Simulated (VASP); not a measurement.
Here is a VASP 6.6.1 calculation.

The input INCAR:

```
PREC = Accurate ; ENCUT = 600
EDIFF = 1E-6 ; ISMEAR = 0
SIGMA = 0.2 ; LREAL = False
LASPH = True ; NELM = 120
ALGO = Normal ; ISIF = 2
LWAVE = False ; LCHARG = False
GGA = PE ; NBANDS = 60
GGA_COMPAT = False
```

File KPOINTS:

```
Automatic mesh
0
Gamma
  6 6 2
```

The input POSCAR:

```
SiNi2
1.0
    3.9119261427      0.0000000000      0.0000000000
   -1.9559630714      3.3878274173      0.0000000000
    0.0000000000      0.0000000000      9.9829055593
Si Ni
4 8
Direct
    0.3333333333      0.6666666667      0.3750000000
    0.3333333333      0.6666666667      0.8750000000
    0.6666666667      0.3333333333      0.1250000000
    0.6666666667      0.3333333333      0.6250000000
    1.0000000000      0.0000000000      0.5000000000
    0.0000000000      0.0000000000      0.0000000000
    0.0000000000      0.0000000000      0.2500000000
    0.0000000000      0.0000000000      0.7500000000
    0.3333333333      0.6666666667      0.1250000000
    0.3333333333      0.6666666667      0.6250000000
    0.6666666667      0.3333333333      0.3750000000
    0.6666666667      0.3333333333      0.8750000000
```

Potentials or basis: VASP PAW PBE potentials, release 64 (Si, Ni).

Launch:

```sh
$ cat potpaw_PBE.64/Si/POTCAR potpaw_PBE.64/Ni/POTCAR > POTCAR
$ mpirun -np 1 vasp_std > vasp.out
```

Task: What does it give for the band gap on the k mesh?

Result: Zero (bands 48 and 49 overlap by 3.19 eV).

Task: Predict the pressure.

Result: 0.0 GPa.

Stress tensor (GPa, compression positive):
```
 0.02  0.00  0.00
 0.00  0.02  0.00
 0.00  0.00 -0.16
```

Spin polarisation is off, so any magnetic state and its effect on volume and gap are missing.
